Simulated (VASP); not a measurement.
Wanted: the native input for a VASP 6.6.1 run.

- Task: single point
- Functional: PBEsol
- Potentials or basis: VASP PAW PBE potentials, release 64 (Sb)
- Cutoff: 520 eV
- k mesh: 9 × 9 × 5
- Occupations: fermi-dirac, width 0.1 eV
- Spin: no spin polarisation
- Dipole correction: no
- Further INCAR settings: ALGO = Normal; EDIFF = 1e-06; NBANDS = 12

The structure of Sb lies in POSCAR:

```
Sb
1.0
    3.3294945782      0.0580158233      0.0000000000
   -1.6145041123      2.6871701417      0.0000000000
    0.0000000000      0.0000000000      6.1998862139
Sb
2
Direct
    0.4997162261      0.9998500285      0.2500000000
    0.5002837739      0.0001499715      0.7500000000
```

The input as run:

INCAR

```
SYSTEM = Sb
PREC     = Accurate       ! precision mode
ENCUT    = 520            ! plane-wave cutoff, eV
EDIFF    = 1E-6           ! SCF threshold, eV
ISMEAR   = -1             ! smearing method
SIGMA    = 0.1            ! smearing width, eV
LREAL    = .False.        ! projectors in reciprocal space
LASPH    = .True.         ! aspherical terms in the spheres
NELM     = 80             ! most SCF steps
ALGO     = Normal         ! electronic algorithm
ISIF     = 2              ! what is computed and relaxed
LWAVE    = .False.        ! write WAVECAR
LCHARG   = .True.         ! write CHGCAR
GGA      = PS             ! functional
LELF     = .True.         ! ELF
LVHAR    = .True.       
NBANDS   = 12             ! bands
```

KPOINTS

```
Automatic mesh
0
Gamma
  9 9 5
  0 0 0
```

Potentials or basis: VASP PAW PBE potentials, release 64 (Sb).

Launch:

```bash
$ cat potpaw_PBE.64/Sb/POTCAR > POTCAR
$ mpirun -np 1 vasp_std > vasp.out
```

It gave:

| Item | Value |
| --- | --- |
| Pressure | -0.3 GPa |
| Band gap on the k mesh | zero (band 5 reaches 12.62 eV, above the bottom of band 6 at 4.99 eV) |

Caveat: the PAW data sets were made with another functional, which shifts forces and pressure a little; spin-orbit coupling is left out, which moves the levels of the heavy elements.

Run time: 36 s on 1 thread of Intel(R) Xeon(R) Platinum 8259CL CPU @ 2.50GHz (Skylake/Cascade Lake) (shared host), peak memory 0.22 GiB.
